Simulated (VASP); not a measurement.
# P in VASP: notebook, part 2 of 2

VASP 6.6.1. Earlier steps stand in the parts before.

## (3) Single point, revPBE+D3(BJ) (atoms moved at random)

File INCAR:

```
SYSTEM = P
PREC = Accurate
ENCUT = 520
EDIFF = 1E-7
ISMEAR = -1
SIGMA = 0.025
LREAL = .False.
LASPH = .True.
NELM = 100
ALGO = Normal
ISIF = 2
LWAVE = .False.
LCHARG = .False.
GGA = RE
IVDW = 12
NBANDS = 12
```

File KPOINTS:

```
regular mesh
0
Gamma
  7 7 7
  0 0 0
```

File POSCAR:

```
P
1.0
    1.7257251780      0.9963478961      3.1296800121
   -1.7257251780      0.9963478961      3.1296800121
    0.0000000000     -1.9926957921      3.1296800121
P
2
Direct
    0.7484370308      0.7736435459      0.7493106095
    0.2046899692      0.2299324541      0.2055373905
```

Potentials or basis: VASP PAW PBE potentials, release 64 (P).

On the command line:

```
$ cat potpaw_PBE.64/P/POTCAR > POTCAR
$ mpirun -np 1 vasp_std > vasp.out
```

Run time: 56 s. Hardware: 1 thread of AMD EPYC 7R13 (Zen 3), shared host; peak memory 0.16 GiB.

It converged, with:

| Quantity | Value |
| --- | --- |
| Free energy | -11.7737 eV |
| Pressure | -7.5 GPa |
| Largest force | 0.023 eV/Å |
| Band gap on the k mesh | zero (band 5 reaches 9.28 eV, above the bottom of band 6 at 8.94 eV) |
| Dispersion energy per atom | -0.876 eV |

Forces in eV/Å, atoms in the order of the input:
```
P    0.000  0.000  0.023
P    0.000  0.000 -0.023
```

Stress tensor (GPa, compression positive):
```
-6.71  0.00  0.00
 0.00 -6.71  0.00
 0.00  0.00 -9.03
```

Levels at points of the mesh, in eV from the Fermi level:
```csv
k point,band 1,band 2,band 3,band 4,band 5,band 6,band 7,band 8,band 9,band 10
"(0.00, 0.00, 0.00)",-16.52,-3.64,-3.25,-2.87,-2.87,1.43,2.68,2.68,5.71,5.71
```

Caveat: the cell differs from its parent crystal (atoms moved at random); the PAW data sets were made with another functional, which shifts forces and pressure a little; pairwise dispersion overbinds metals, which lowers pressure and volume.

## (4) Single point, BHLYP

This run uses another cell than the first one, of 14.57 Å³/atom, 0.902 times its volume.

File POSCAR:

```
P
1.0
    1.6676490650      0.9628176366      3.0243563764
   -1.6676490650      0.9628176366      3.0243563764
    0.0000000000     -1.9256352732      3.0243563764
P
2
Direct
    0.7729197500      0.7729197500      0.7729197500
    0.2270802500      0.2270802500      0.2270802500
```

File INCAR.step1:

```
ALGO = Normal ; EDIFF = 1E-5
ENCUT = 520 ; GGA = PE
ISIF = 2 ; ISMEAR = 1
LASPH = True ; LREAL = False
LWAVE = True ; NBANDS = 12
NELM = 60 ; PREC = Accurate
SIGMA = 0.1
```

File INCAR.step2:

```
AEXX = 0.5 ; AGGAC = 1.0
AGGAX = 0.5 ; ALDAC = 0.0
ALDAX = 0.5 ; ALGO = Normal
EDIFF = 1E-6 ; ENCUT = 520
GGA = B5 ; ISIF = 2
ISMEAR = 1 ; ISTART = 1
LASPH = True ; LCHARG = True
LELF = True ; LHFCALC = True
LREAL = False ; LVHAR = True
LWAVE = False ; NBANDS = 12
NELM = 60 ; PREC = Accurate
PRECFOCK = Normal ; SIGMA = 0.1
```

File KPOINTS:

```
k-points
0
Gamma
  5 5 5
```

On the command line:

```
$ cat potpaw_PBE.64/P/POTCAR > POTCAR
$ cp INCAR.step1 INCAR
$ mpirun -np 1 vasp_std > vasp.out
$ cp INCAR.step2 INCAR
$ mpirun -np 1 vasp_std > vasp.out
```

Run time: 7.4 min. Hardware: 1 thread of AMD EPYC 7R13 (Zen 3), shared host; peak memory 0.13 GiB.

It converged, with:

```yaml
Free_energy: -15.3518 eV
Pressure: 12.8 GPa
Largest_force: 0.483 eV/Å
Band_gap_on_the_k_mesh: zero (band 5 reaches 12.06 eV, above the bottom of band 6 at 11.22 eV)
```

Forces in eV/Å, atoms in the order of the input:
```
P    0.000  0.000  0.483
P    0.000  0.000 -0.483
```

Stress tensor (GPa, compression positive):
```
13.37  0.00  0.00
 0.00 13.37  0.00
 0.00  0.00 11.62
```

Levels at points of the mesh, in eV from the Fermi level:
| k point | band 1 | band 2 | band 3 | band 4 | band 5 | band 6 | band 7 | band 8 | band 9 | band 10 |
| --- | --- | --- | --- | --- | --- | --- | --- | --- | --- | --- |
| (0.00, 0.00, 0.00) | -22.98 | -5.88 | -5.48 | -5.48 | -4.95 | 2.93 | 4.30 | 4.30 | 7.79 | 7.79 |

Caveat: the k points lie up to 0.46 Å⁻¹ apart; the PAW data sets were made with another functional, which shifts forces and pressure a little.

## (5) Single point, BHLYP

This run uses another cell than the first one, of 14.88 Å³/atom, 0.922 times its volume.

File POSCAR:

```
P
1.0
    1.6793934594      0.9695982659      3.0456553625
   -1.6793934594      0.9695982659      3.0456553625
    0.0000000000     -1.9391965317      3.0456553625
P
2
Direct
    0.7729197500      0.7729197500      0.7729197500
    0.2270802500      0.2270802500      0.2270802500
```

File INCAR.step1:

```
  PREC = Accurate
  ENCUT = 520
  EDIFF = 1E-5
  ISMEAR = 1
  SIGMA = 0.1
  LREAL = False
  LASPH = True
  NELM = 80
  ALGO = Normal
  ISIF = 2
  LWAVE = True
  LCHARG = False
  GGA = PE
  NBANDS = 12
```

File INCAR.step2:

```
  PREC = Accurate
  ENCUT = 520
  EDIFF = 1E-6
  ISMEAR = 1
  SIGMA = 0.1
  LREAL = False
  LASPH = True
  NELM = 80
  ALGO = Normal
  ISIF = 2
  LWAVE = False
  LCHARG = False
  GGA = B5
  LHFCALC = True
  AEXX = 0.5
  ALDAX = 0.5
  AGGAX = 0.5
  AGGAC = 1.0
  ALDAC = 0.0
  PRECFOCK = Normal
  ISTART = 1
  NBANDS = 12
```

File KPOINTS:

```
Automatic mesh
0
Gamma
  5 5 5
```

Potentials or basis: VASP PAW PBE potentials, release 64 (P).

On the command line:

```
$ cat potpaw_PBE.64/P/POTCAR > POTCAR
$ cp INCAR.step1 INCAR
$ mpirun -np 1 vasp_std > vasp.out
$ cp INCAR.step2 INCAR
$ mpirun -np 1 vasp_std > vasp.out
```

OUTCAR:

```text
PREC = Accurate
   ENCUT = 520
   EDIFF = 1E-6
   ISMEAR = 1
   LREAL = False
   LASPH = True
   NELM = 80
   ISIF = 2
   GGA = B5
   LHFCALC = True
   AEXX = 0.5
   PRECFOCK = Normal
   ISTART = 1

 ion  position               nearest neighbor table
   1  0.773  0.773  0.773-   2 2.23   2 2.23   2 2.23   2 2.74   2 2.74   2 2.74
   2  0.227  0.227  0.227-   1 2.23   1 2.23   1 2.23   1 2.74   1 2.74   1 2.74

  LATTYP: Found a trigonal (rhomboedric) cell.
 ALAT       =     3.6106093358
[... 477 lines left out ...]

  FORCE on cell =-STRESS in cart. coord.  units (eV):
  Direction    XX          YY          ZZ          XY          YZ          ZX
  --------------------------------------------------------------------------------------
  -------------------------------------------------------------------------------------
  Total        1.8213344      1.8213344      1.7227104      0.0000000      0.0000000      0.0000000
  in kB       98.0672427     98.0672427     92.7569702      0.0000000      0.0000000      0.0000000
  external PRESSURE =      96.2971519 kB  Pullay stress =       0.0000000 kB

 VOLUME and BASIS-vectors are now :
 -----------------------------------------------------------------------------
  energy-cutoff  :      520.00
  volume of cell :       29.76
      direct lattice vectors                 reciprocal lattice vectors
     1.679393459  0.969598266  3.045655362     0.297726538  0.171892497  0.109445519
    -1.679393459  0.969598266  3.045655362    -0.297726538  0.171892497  0.109445519
     0.000000000 -1.939196532  3.045655362     0.000000000 -0.343784993  0.109445519

 POSITION                                       TOTAL-FORCE (eV/Angst)
 -----------------------------------------------------------------------------------
      0.00000      0.00000      7.06214         0.000000      0.000000      0.661528
      0.00000      0.00000      2.07482         0.000000     -0.000000     -0.661528
 -----------------------------------------------------------------------------------
    total drift:                                0.000000     -0.000000      0.000000

  FREE ENERGIE OF THE ION-ELECTRON SYSTEM (eV)
  ---------------------------------------------------
  free  energy   TOTEN  =       -15.3952652209 eV

  energy  without entropy=      -15.3940704721  energy(sigma->0) =      -15.39486697
```

It took 13 min on 1 thread of AMD EPYC 7R13 (Zen 3), shared host; peak memory 0.13 GiB.

What came out:

| Item | Value |
| --- | --- |
| Free energy | -15.3953 eV |
| Pressure | 9.6 GPa |
| Largest force | 0.662 eV/Å |
| Band gap on the k mesh | zero (band 5 reaches 11.76 eV, above the bottom of band 6 at 11.04 eV) |

Forces on the atoms (eV/Å):
```
P    0.000  0.000  0.662
P    0.000  0.000 -0.662
```

Caveat: the k points lie up to 0.45 Å⁻¹ apart; the PAW data sets were made with another functional, which shifts forces and pressure a little.

## (6) Single point, r2SCAN

File POSCAR:

```
P
1.0
    1.7257251780      0.9963478961      3.1296800121
   -1.7257251780      0.9963478961      3.1296800121
    0.0000000000     -1.9926957921      3.1296800121
P
2
Direct
    0.7729197500      0.7729197500      0.7729197500
    0.2270802500      0.2270802500      0.2270802500
```

File INCAR.step1:

```
PREC = Accurate ; ENCUT = 520
ISMEAR = 1 ; SIGMA = 0.1
LREAL = F ; LASPH = T
NELM = 60 ; NBANDS = 12
GGA = PE ; ALGO = Normal
EDIFF = 1E-4 ; LWAVE = T
LCHARG = F
```

File INCAR.step2:

```
PREC = Accurate ; ENCUT = 520
EDIFF = 1E-6 ; ISMEAR = 1
SIGMA = 0.1 ; LREAL = F
LASPH = T ; NELM = 60
ALGO = Normal ; ISIF = 2
LWAVE = F ; LCHARG = T
METAGGA = R2SCAN ; LMIXTAU = T
LELF = T ; LVHAR = T
NBANDS = 12 ; ISTART = 1
```

File KPOINTS:

```
Automatic mesh
0
Gamma
  8 8 8
```

Potentials or basis: VASP PAW PBE potentials, release 64 (P).

On the command line:

```
$ cat potpaw_PBE.64/P/POTCAR > POTCAR
$ cp INCAR.step1 INCAR
$ mpirun -np 1 vasp_std > vasp.out
$ cp INCAR.step2 INCAR
$ mpirun -np 1 vasp_std > vasp.out
```

Run time: 54 s. Hardware: 1 thread of Intel Xeon 6975P-C (Granite Rapids), shared host; peak memory 0.16 GiB.

Results (log left out):

```
Free energy            : -17.7769 eV
Pressure               : 0.4 GPa
Largest force          : 0.080 eV/Å
Band gap on the k mesh : zero (band 5 reaches 9.31 eV, above the bottom of band 6 at 8.85 eV)
```

Forces on the atoms (eV/Å):
```
P    0.000  0.000  0.080
P    0.000  0.000 -0.080
```

Stress tensor (GPa, compression positive):
```
0.47 0.00 0.00
0.00 0.47 0.00
0.00 0.00 0.25
```

Levels at points of the mesh, in eV from the Fermi level:
```csv
k point,band 1,band 2,band 3,band 4,band 5,band 6,band 7,band 8,band 9,band 10
"(0.00, 0.00, 0.00)",-17.60,-3.85,-3.62,-3.38,-3.38,1.30,2.60,2.60,5.96,5.96
"(0.50, 0.00, 0.00)",-13.99,-12.75,-4.36,-3.84,-0.97,-0.24,0.13,0.36,8.97,10.37
"(0.50, 0.50, 0.00)",-13.74,-10.80,-7.33,-5.99,-5.93,0.05,6.29,7.79,8.71,9.18
"(0.50, 0.50, 0.50)",-15.58,-11.65,-3.27,-3.27,-0.35,-0.35,0.15,2.33,9.26,9.65
```

Caveat: the PAW data sets were made with another functional, which shifts forces and pressure a little.

## (7) Summary

```tsv
level	cell	k mesh	smearing	grid for exact exchange (PRECFOCK)	gap on the mesh (eV)	pressure (GPa)	largest force (eV/Å)
PBEsol	a = 3.710 Å, angles 55.4°, 2 atoms	9 × 9 × 9	fermi-dirac 0.05 eV	-	none	-3.4	0.19
revPBE+D3(BJ)	a = 3.710 Å, angles 55.4°, 2 atoms	7 × 7 × 7	fermi-dirac 0.025 eV	-	none	-7.5	0.02
BHLYP	a = 3.585 Å, angles 55.4°, 2 atoms	5 × 5 × 5	methfessel-paxton 0.1 eV	Normal	none	12.8	0.48
BHLYP	a = 3.611 Å, angles 55.4°, 2 atoms	5 × 5 × 5	methfessel-paxton 0.1 eV	Normal	none	9.6	0.66
r2SCAN	a = 3.710 Å, angles 55.4°, 2 atoms	8 × 8 × 8	methfessel-paxton 0.1 eV	-	none	0.4	0.08
```

Some of these runs hold the atoms at other places in the same cell, which the table doesn't show; runs alike in all that it shows share one row.

Alike in all rows: task single point; potentials or basis VASP PAW PBE potentials, release 64 (P); no spin polarisation; cutoff (eV) 520.

Caveats: some runs use coarse meshes; the PAW data sets were made with another functional, which shifts forces and pressure a little; pairwise dispersion overbinds metals, which lowers pressure and volume (some runs).

Absolute energies hang on the potentials; compare differences alone.
